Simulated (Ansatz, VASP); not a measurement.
One calculation of Ti, two programs

File INCAR:

```
PREC = Accurate ; ENCUT = 520
EDIFF = 1E-6 ; ISMEAR = 0
SIGMA = 0.15 ; LREAL = False
LASPH = True ; NELM = 100
ALGO = Fast ; ISIF = 2
LWAVE = False ; LCHARG = False
GGA = PS ; NBANDS = 12
```

File KPOINTS:

```
regular mesh
0
Gamma
  26 26 26
```

POSCAR

```
Ti
1.0
    0.0000000000      2.0279211515      1.9265250939
    2.0279211515      0.0000000000      1.9265250939
    2.0279211515      2.0279211515      0.0000000000
Ti
1
Direct
    0.0000000000      0.0000000000      0.0000000000
```

Input for Ansatz:

```yaml
crystal:
  lattice:
    - [0.0, 2.0279211515, 1.9265250939]
    - [2.0279211515, 0.0, 1.9265250939]
    - [2.0279211515, 2.0279211515, 0.0]
  atoms:
    - { symbol: Ti, position: [0.0, 0.0, 0.0] }
basis:
  ecutwfc: 420
kpoints:
  mp_grid: { grid: [26, 26, 26] }
hamiltonian:
  xc: pbesol
scf:
  occupations: { method: gaussian, width: 0.15 }
output:
  forces: true
  stress: true
  eigenvalues: true
```

Change from the starting cell: strain +0.000 along x and y, -0.050 along z, atoms carried along.

Alike in both runs: task single point; functional PBEsol; k mesh 26 × 26 × 26; occupations gaussian, width 0.15 eV; no spin polarisation.

|  | VASP | Ansatz |
| --- | --- | --- |
| version | VASP 6.6.1 | Ansatz 0.2.0 |
| potentials or method | VASP PAW PBE potentials, release 64 (Ti_sv), cutoff 520 eV | scalar-relativistic, plane waves, PAW |
| valence electrons in the cell | 12 | 12 |

```tsv
	VASP	Ansatz	Ansatz less VASP
gap on the k mesh at the Fermi level (eV)	none	none	-
pressure (GPa)	5.9	6.4	+0.57
traceless stress, the component that is largest in VASP (GPa)	1.15	1.14	-0.009
```

VASP's potentials were made for PBE, not for PBEsol. A gap of «none» marks a metal or a gap that the smearing closes.
